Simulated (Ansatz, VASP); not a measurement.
# One calculation of K, two programs

File INCAR:

```
PREC = Accurate
ENCUT = 520
EDIFF = 1E-6
ISMEAR = -1
SIGMA = 0.1
LREAL = F
LASPH = T
NELM = 80
ALGO = Normal
ISIF = 2
LWAVE = F
LCHARG = T
GGA = RE
LELF = T
LVHAR = T
NBANDS = 10
```

Contents of KPOINTS:

```
regular mesh
0
Gamma
  13 13 13
```

POSCAR

```
K
1.0
    0.0000000000      3.4664787203      3.4664787203
    3.4664787203      0.0000000000      3.4664787203
    3.4664787203      3.4664787203      0.0000000000
K
1
Direct
    0.0000000000      0.0000000000      0.0000000000
```

Input for Ansatz:

```yaml
crystal:
  lattice:
    - [0.0, 3.4664787203, 3.4664787203]
    - [3.4664787203, 0.0, 3.4664787203]
    - [3.4664787203, 3.4664787203, 0.0]
  atoms:
    - { symbol: K, position: [0.0, 0.0, 0.0] }
hamiltonian:
  xc: revpbe
  pseudopotentials:
    kind: paw
    azcp:
      K: "pseudopotentials/K.paw.azcp"
basis:
  ecutwfc: 420
  fft_grid_basis: typed
kpoints:
  mp_grid: { grid: [13, 13, 13], shift: [0, 0, 0] }
magnetization:
  spin_polarized: false
scf:
  occupations: { method: fermi_dirac, width: 0.1 }
output:
  stress: true
```

Alike in both runs: task single point; functional revPBE; k mesh 13 × 13 × 13; occupations fermi-dirac, width 0.1 eV; no spin polarisation.

|  | VASP | Ansatz |
| --- | --- | --- |
| version | VASP 6.6.1 | Ansatz 0.2.0 |
| potentials or method | VASP PAW PBE potentials, release 64 (K_sv), cutoff 520 eV | plane waves (420 eV) with PAW, scalar-relativistic |
| valence electrons in the cell | 9 | 9 |

```csv
,VASP,Ansatz,Ansatz less VASP
pressure (GPa),-0.1,-0.1,+0.01
```

VASP's potentials were made for PBE, not for revPBE.
